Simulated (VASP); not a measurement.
# Pd (Im-3m) in VASP: further runs

Pd is run at these levels: RPBE; tasks: single point.

Everything below comes from runs of VASP 6.6.1. Logs are shortened: lines on timing, memory, paths and dates and some standing lists are left out, and cuts for length are marked.

## (1) The cell of the first run

It takes space group Im-3m (No. 229, cubic). Conventional cell: a = 3.168 Å, b = 3.168 Å, c = 3.168 Å, α = 90.00°, β = 90.00°, γ = 90.00°. Pd (site symmetry m-3m) has 14 Pd at 2.74 to 3.17 Å within 3.6 Å.

This isn't the form of Pd at room conditions, which is fcc.

## (2) Single point, RPBE, collinear spin (15.90 Å³/atom)

The input, INCAR:

```
ALGO = Normal
EDIFF = 1E-6
ENCUT = 520
GGA = RP
ISIF = 2
ISMEAR = -1
ISPIN = 2
LASPH = T
LCHARG = F
LMAXMIX = 4
LORBIT = 11
LREAL = F
LWAVE = F
MAGMOM = 0.5 -0.5
NBANDS = 21
NELM = 150
PREC = Accurate
SIGMA = 0.05
```

The input, KPOINTS:

```
k-points
0
Gamma
  11 11 11
```

The input, POSCAR:

```
Pd
1.0
    3.1679865705      0.0000000000      0.0000000000
    0.0000000000      3.1679865705      0.0000000000
    0.0000000000      0.0000000000      3.1679865705
Pd
2
Direct
    0.0000000000      0.0000000000      0.0000000000
    0.5000000000      0.5000000000      0.5000000000
```

Potentials or basis: VASP PAW PBE potentials, release 64 (Pd).

Run with:

```bash
$ cat potpaw_PBE.64/Pd/POTCAR > POTCAR
$ mpirun -np 1 vasp_std > vasp.out
```

OUTCAR:

```text
EDIFF = 1E-6
   ENCUT = 520
   GGA = RP
   ISIF = 2
   ISMEAR = -1
   ISPIN = 2
   LASPH = T
   LORBIT = 11
   LREAL = F
   NELM = 150
   PREC = Accurate

 ion  position               nearest neighbor table
   1  0.000  0.000  0.000-   2 2.74   2 2.74   2 2.74   2 2.74   2 2.74   2 2.74   2 2.74   2 2.74

   2  0.500  0.500  0.500-   1 2.74   1 2.74   1 2.74   1 2.74   1 2.74   1 2.74   1 2.74   1 2.74

  LATTYP: Found a simple cubic cell.
 ALAT       =     3.1679865705

  Lattice vectors:

 A1 = (   3.1679865705,   0.0000000000,   0.0000000000)
 A2 = (   0.0000000000,   3.1679865705,   0.0000000000)
 A3 = (   0.0000000000,   0.0000000000,   3.1679865705)

Analysis of symmetry for initial positions (statically):
=====================================================================
 Subroutine PRICEL returns following result:

  LATTYP: Found a body centered cubic cell.
 ALAT       =     3.1679865705

  Lattice vectors:

 A1 = (   1.5839932853,   1.5839932853,  -1.5839932852)
 A2 = (  -1.5839932853,   1.5839932852,   1.5839932852)
 A3 = (   1.5839932853,  -1.5839932852,   1.5839932853)

   2 primitive cells build up your supercell.

 Routine SETGRP: Setting up the symmetry group for a
 simple cubic supercell.

 Subroutine GETGRP returns: Found 48 space group operations
 (whereof 48 operations were pure point group operations)
 out of a pool of 48 trial point group operations.

The static configuration has the point symmetry O_h .

Analysis of symmetry for dynamics (positions and initial velocities):
=====================================================================
 Subroutine PRICEL returns following result:

  LATTYP: Found a body centered cubic cell.
 ALAT       =     3.1679865705

  Lattice vectors:

 A1 = (   1.5839932853,   1.5839932853,  -1.5839932852)
 A2 = (  -1.5839932853,   1.5839932852,   1.5839932852)
 A3 = (   1.5839932853,  -1.5839932852,   1.5839932853)

   2 primitive cells build up your supercell.

 Routine SETGRP: Setting up the symmetry group for a
 simple cubic supercell.

 Subroutine GETGRP returns: Found 48 space group operations
 (whereof 48 operations were pure point group operations)
 out of a pool of 48 trial point group operations.

The dynamic configuration has the point symmetry O_h .

Analysis of structural, dynamic, and magnetic symmetry:
=====================================================================
 Subroutine PRICEL returns following result:

  LATTYP: Found a body centered cubic cell.
 ALAT       =     3.1679865705

  Lattice vectors:

 A1 = (   1.5839932853,   1.5839932853,  -1.5839932852)
 A2 = (  -1.5839932853,   1.5839932852,   1.5839932852)
 A3 = (   1.5839932853,  -1.5839932852,   1.5839932853)

   2 primitive cells build up your supercell.

 Routine SETGRP: Setting up the symmetry group for a
 simple cubic supercell.

 Subroutine GETGRP returns: Found 48 space group operations
 (whereof 48 operations were pure point group operations)
 out of a pool of 48 trial point group operations.

The overall configuration has the point symmetry O_h .

 Subroutine INISYM returns: Found 48 space group operations
 (whereof 48 operations are pure point group operations),
 and found     2 'primitive' translations

----------------------------------------------------------------------------------------

                                     Primitive cell

  volume of cell :      15.8972

  direct lattice vectors                    reciprocal lattice vectors
     1.583993285  1.583993285 -1.583993285     0.315657904  0.315657904  0.000000000
    -1.583993285  1.583993285  1.583993285    -0.000000000  0.315657904  0.315657904
     1.583993285 -1.583993285  1.583993285     0.315657904  0.000000000  0.315657904

  length of vectors
     2.743556849  2.743556849  2.743556849     0.446407689  0.446407689  0.446407689

  position of ions in fractional coordinates (direct lattice)
     0.000000000  0.000000000  0.000000000

  ion indices of the primitive-cell ions
   primitive index   ion index
                 1           1

----------------------------------------------------------------------------------------

 KPOINTS: k-points

Automatic generation of k-mesh.
 Grid dimensions read from file:
 generate k-points for:   11   11   11

 Generating k-lattice:

  Cartesian coordinates                     Fractional coordinates (reciprocal lattice)
     0.028696173  0.000000000  0.000000000     0.090909091  0.000000000  0.000000000
     0.000000000  0.028696173  0.000000000     0.000000000  0.090909091  0.000000000
     0.000000000  0.000000000  0.028696173     0.000000000  0.000000000  0.090909091

  Length of vectors
     0.028696173  0.028696173  0.028696173

  Shift w.r.t. Gamma in fractional coordinates (k-lattice)
     0.000000000  0.000000000  0.000000000

 Subroutine IBZKPT returns following result:
 ===========================================

 Found     56 irreducible k-points:

 Following reciprocal coordinates:
            Coordinates               Weight
  0.000000  0.000000  0.000000      1.000000
  0.090909  0.000000  0.000000      6.000000
  0.181818  0.000000  0.000000      6.000000
  0.272727  0.000000  0.000000      6.000000
  0.363636  0.000000  0.000000      6.000000
  0.454545  0.000000  0.000000      6.000000
[... 16 lines left out ...]
  0.181818  0.090909  0.090909     24.000000
  0.272727  0.090909  0.090909     24.000000
 [... further k-points ...]
   k-points           NKPTS =     56   k-points in BZ     NKDIM =     56   number of bands    NBANDS=     21
   number of dos      NEDOS =    301   number of ions     NIONS =      2
   total plane-waves  NPLWV =  13824
   dimension x,y,z NGX =    24 NGY =   24 NGZ =   24
   dimension x,y,z NGXF=    48 NGYF=   48 NGZF=   48
   ions per type =               2
   NGX,Y,Z   is equivalent  to a cutoff of  12.59, 12.59, 12.59 a.u.
   NGXF,Y,Z  is equivalent  to a cutoff of  25.19, 25.19, 25.19 a.u.
 SYSTEM =  unknown system
   PREC   = accura    normal or accurate (medium, high low for compatibility)
   ISTART =      0    job   : 0-new  1-cont  2-samecut
   ICHARG =      2    charge: 1-file 2-atom 10-const
   ISPIN  =      2    spin polarized calculation?
   LNONCOLLINEAR =      F non collinear calculations
   LSORBIT =      F    spin-orbit coupling
   LASPH  =      T    aspherical Exc in radial PAW
   ENCUT  =  520.0 eV  38.22 Ry    6.18 a.u.   5.89  5.89  5.89*2*pi/ulx,y,z
   NELM   =    150;   NELMIN=  2; NELMDL= -5     # of ELM steps
   EDIFF  = 0.1E-05   stopping-criterion for ELM
   LREAL  =      F    real-space projection
   EDIFFG = 0.1E-04   stopping-criterion for IOM
   NSW    =      0    number of steps for IOM
   IBRION =     -1    ionic relax: 0-MD 1-quasi-New 2-CG
   NFREE  =      0    steps in history (QN), initial steepest desc. (CG)
   ISIF   =      2    stress and relaxation
   ISYM   =      2    0-nonsym 1-usesym 2-fastsym
   POTIM  = 0.5000    time-step for ionic-motion
   TEBEG  =    0.0;   TEEND  =   0.0 temperature during run
   PSTRESS=    0.0 pullay stress
   NELECT =      20.0000    total number of electrons
   NUPDOWN=      -1.0000    fix difference up-down
   EMIN   =  10.00;   EMAX   =-10.00  energy-range for DOS
   EFERMI =   0.00;   METHOD = LEGACY
   ISMEAR =    -1;   SIGMA  =   0.05  broadening in eV -4-tet -1-fermi 0-gaus
   EFERMI_NEDOS =   21; number of points for ismear=-14 and -15
   IALGO  =     38    algorithm
   IMIX   =      4    mixing-type and parameters
     AMIX     =   0.40;   BMIX     =  1.00
     AMIX_MAG =   1.60;   BMIX_MAG =  1.00
  volume/ion in A,a.u.               =      15.90       107.28
  Fermi-wavevector in a.u.,A,eV,Ry     =   1.402711  2.650739 26.770793  1.967598
  Thomas-Fermi vector in A             =   2.525445
   LORBIT       =     11    0 simple, 1 ext, 2 COOP (PROOUT), +10 PAW based schemes
   GGA     = RP    functional components
   LHFCALC =     F    Hartree Fock is set to
   AEXX    =    0.0000 exact exchange contribution
   IVDW    =     0    specifies the selected vdW correction
   LEPSILON=     F    determine dielectric tensor
   LRPA    =     F    only Hartree local field effects (RPA)
 spin polarized calculation
  energy-cutoff  :      520.00
  volume of cell :       31.79
 maximum number of plane-waves:       874
 NGX is ok and might be reduce to    24
   NGX = 11   NGY = 11   NGZ = 11

 number of electron      19.9999997 magnetization      -0.0000000

 number of electron      19.9999997 magnetization       0.0000000

 Free energy of the ion-electron system (eV)
  ---------------------------------------------------
  ext. energy  EPLUGINS =         0.00000000
  ---------------------------------------------------
  free energy    TOTEN  =        -9.19036885 eV

  energy without entropy =       -9.16809763  energy(sigma->0) =       -9.17923324

 E-fermi :   8.6952     XC(G=0): -12.6028

 val. band max:        8.6877246258   @ k =   0.4545   0.4545   0.0909
 cond. band min:       8.7013936585   @ k =   0.3636   0.2727   0.0909
 fundamental gap:      0.0136690327
 Fermi energy:         8.6952465976

 spin component 1

 k-point     1 :       0.0000    0.0000    0.0000
  band No.  band energies     occupation
      1       2.1602      1.00000
      2       4.0377      1.00000
      3       4.0377      1.00000
      4       6.0600      1.00000
      5       6.0600      1.00000
      6       6.0600      1.00000
[... 550 lines left out ...]
      5       5.9489      1.00000
      6       7.0099      1.00000
[... 13 lines left out ...]
     20      31.0943      0.00000
     21      31.5827      0.00000

 [... further k-points ...]

 spin component 2

 k-point     1 :       0.0000    0.0000    0.0000
  band No.  band energies     occupation
      1       2.1602      1.00000
      2       4.0377      1.00000
      3       4.0377      1.00000
      4       6.0600      1.00000
      5       6.0600      1.00000
      6       6.0600      1.00000
[... 550 lines left out ...]
      5       5.9489      1.00000
      6       7.0099      1.00000
[... 13 lines left out ...]
     20      31.0943      0.00000
     21      31.5836      0.00000

 [... further k-points ...]
[... 5 lines left out ...]
  --------------------------------------------------------------------------------------
  -------------------------------------------------------------------------------------
  Total       -0.0478376     -0.0478376     -0.0478376      0.0000000     -0.0000000     -0.0000000
  in kB       -2.4106259     -2.4106259     -2.4106259      0.0000000     -0.0000000     -0.0000000
  external PRESSURE =      -2.4106259 kB  Pullay stress =       0.0000000 kB

 VOLUME and BASIS-vectors are now :
 -----------------------------------------------------------------------------
  energy-cutoff  :      520.00
  volume of cell :       31.79
      direct lattice vectors                 reciprocal lattice vectors
     3.167986571  0.000000000  0.000000000     0.315657904  0.000000000  0.000000000
     0.000000000  3.167986571  0.000000000     0.000000000  0.315657904  0.000000000
     0.000000000  0.000000000  3.167986571     0.000000000  0.000000000  0.315657904

 POSITION                                       TOTAL-FORCE (eV/Angst)
 -----------------------------------------------------------------------------------
      0.00000      0.00000      0.00000         0.000000      0.000000      0.000000
      1.58399      1.58399      1.58399        -0.000000     -0.000000     -0.000000
 -----------------------------------------------------------------------------------
    total drift:                                0.000000      0.000000     -0.000000

  FREE ENERGIE OF THE ION-ELECTRON SYSTEM (eV)
  ---------------------------------------------------
  free  energy   TOTEN  =        -9.1903688502 eV

  energy  without entropy=       -9.1680976329  energy(sigma->0) =       -9.17923324

 total charge

# of ion       s       p       d       tot
------------------------------------------
    1        0.455   0.393   8.467   9.315
    2        0.455   0.393   8.467   9.315
--------------------------------------------------
tot          0.909   0.786  16.934  18.629

 magnetization (x)

# of ion       s       p       d       tot
------------------------------------------
    1        0.000  -0.000  -0.000  -0.000
    2       -0.000   0.000   0.000   0.000
--------------------------------------------------
tot          0.000   0.000   0.000   0.000
```

Run time: 63 s. Hardware: 1 thread of Intel Xeon 8259CL, shared host; peak memory 0.18 GiB.

Results:

```yaml
Free_energy: -9.1904 eV
Pressure: -0.2 GPa
Band_gap_on_the_k_mesh: zero (filled and empty bands overlap)
Net_moment: 0.00 μB per cell
Valence_electrons_inside_the_program's_atomic_spheres: Pd 9.31
```

Levels at points of the mesh, in eV from the Fermi level:
Spin up:
| k point | band 7 | band 8 | band 9 | band 10 | band 11 | band 12 | band 13 | band 14 |
| --- | --- | --- | --- | --- | --- | --- | --- | --- |
| (0.00, 0.00, 0.00) | -0.87 | -0.87 | 0.17 | 0.17 | 0.17 | 9.01 | 9.01 | 9.01 |
Spin down:
| k point | band 8 | band 9 | band 10 | band 11 | band 12 | band 13 |
| --- | --- | --- | --- | --- | --- | --- |
| (0.00, 0.00, 0.00) | -0.87 | 0.17 | 0.17 | 0.17 | 9.01 | 9.01 |

Caveat: the PAW data sets were made with another functional, which shifts forces and pressure a little.

## (3) Single point, RPBE, collinear spin (16.53 Å³/atom)

This run uses another cell than the first one, of 16.53 Å³/atom.

The input, INCAR:

```
PREC = Accurate
ENCUT = 520
EDIFF = 1E-6
ISMEAR = -1
SIGMA = 0.05
LREAL = False
LASPH = True
NELM = 150
ALGO = Normal
ISIF = 2
LWAVE = False
LCHARG = False
ISPIN = 2
MAGMOM = 0.5 -0.5
LORBIT = 11
LMAXMIX = 4
GGA = RP
NBANDS = 21
```

The input, KPOINTS:

```
Automatic mesh
0
Gamma
  11 11 11
```

The input, POSCAR:

```
Pd
1.0
    3.2096753851      0.0000000000      0.0000000000
    0.0000000000      3.2096753851      0.0000000000
    0.0000000000      0.0000000000      3.2096753851
Pd
2
Direct
    0.0000000000      0.0000000000      0.0000000000
    0.5000000000      0.5000000000      0.5000000000
```

Potentials or basis: VASP PAW PBE potentials, release 64 (Pd).

Run with:

```bash
$ cat potpaw_PBE.64/Pd/POTCAR > POTCAR
$ mpirun -np 1 vasp_std > vasp.out
```

Run time: 60 s. Hardware: 1 thread of Intel Xeon 8259CL, shared host; peak memory 0.18 GiB.

Results (log left out):

| Quantity | Value |
| --- | --- |
| Free energy | -9.1683 eV |
| Pressure | -5.3 GPa |
| Band gap on the k mesh | zero (filled and empty bands overlap) |
| Net moment | 0.00 μB per cell |
| Valence electrons inside the program's atomic spheres | Pd 9.25 |

Levels at points of the mesh, in eV from the Fermi level:
Spin up:
```
           k point  band 6  band 7  band 8  band 9  band 10  band 11  band 12  band 13  band 14  band 15
(0.00, 0.00, 0.00)   -2.48   -0.81   -0.81    0.16     0.16     0.16     8.87     8.87     8.87    15.99
```
Spin down:
```csv
k point,band 6,band 7,band 8,band 9,band 10,band 11,band 12,band 13,band 14,band 15
"(0.00, 0.00, 0.00)",-2.48,-0.81,-0.81,0.16,0.16,0.16,8.87,8.87,8.87,15.99
```

Caveat: the cell stands under tension; the PAW data sets were made with another functional, which shifts forces and pressure a little.

## (4) Single point, RPBE, collinear spin (17.17 Å³/atom)

This run uses another cell than the first one, of 17.17 Å³/atom.

The input, INCAR:

```
SYSTEM = Pd
PREC = Accurate
ENCUT = 520
EDIFF = 1E-6
ISMEAR = -1
SIGMA = 0.05
LREAL = .FALSE.
LASPH = .TRUE.
NELM = 150
ALGO = Normal
ISIF = 2
LWAVE = .FALSE.
LCHARG = .FALSE.
ISPIN = 2
MAGMOM = 0.5 -0.5
LORBIT = 11
LMAXMIX = 4
GGA = RP
NBANDS = 21
```

The input, KPOINTS:

```
regular mesh
0
G
  11 11 11
  0 0 0
```

The input, POSCAR:

```
Pd
1.0
    3.2503085010      0.0000000000      0.0000000000
    0.0000000000      3.2503085010      0.0000000000
    0.0000000000      0.0000000000      3.2503085010
Pd
2
Direct
    0.0000000000      0.0000000000      0.0000000000
    0.5000000000      0.5000000000      0.5000000000
```

Run with:

```bash
$ cat potpaw_PBE.64/Pd/POTCAR > POTCAR
$ mpirun -np 1 vasp_std > vasp.out
```

It took 58 s on 1 thread of Intel Xeon 8259CL, shared host; peak memory 0.18 GiB.

Results (log left out):

| Quantity | Value |
| --- | --- |
| Free energy | -9.1114 eV |
| Pressure | -9.1 GPa |
| Band gap on the k mesh | zero (filled and empty bands overlap) |
| Net moment | 0.00 μB per cell |
| Valence electrons inside the program's atomic spheres | Pd 9.19 |

Levels at points of the mesh, in eV from the Fermi level:
Spin up:
```csv
k point,band 6,band 7,band 8,band 9,band 10,band 11,band 12,band 13,band 14,band 15
"(0.00, 0.00, 0.00)",-2.34,-0.76,-0.76,0.14,0.14,0.14,8.74,8.74,8.74,15.40
```
Spin down:
```csv
k point,band 8,band 9,band 10,band 11,band 12,band 13
"(0.00, 0.00, 0.00)",-0.76,0.14,0.14,0.14,8.74,8.74
```

Caveat: the cell stands under tension; the PAW data sets were made with another functional, which shifts forces and pressure a little.

## (5) The runs side by side

```csv
cell,gap on the mesh (eV),pressure (GPa),moment (μB)
"a = 3.168 Å, 2 atoms",none,-0.2,0.00
"a = 3.210 Å, 2 atoms",none,-5.3,0.00
"a = 3.250 Å, 2 atoms",none,-9.1,0.00
```

Alike in all rows: task single point; level RPBE; potentials or basis VASP PAW PBE potentials, release 64 (Pd); spin collinear; k mesh 11 × 11 × 11; cutoff (eV) 520; smearing fermi-dirac 0.05 eV.

Caveats: the PAW data sets were made with another functional, which shifts forces and pressure a little; the cell stands under tension (at least some runs).

Absolute energies hang on the potentials; compare differences alone.

The gap in the log of VASP goes by the Fermi energy; the results here count the filled bands.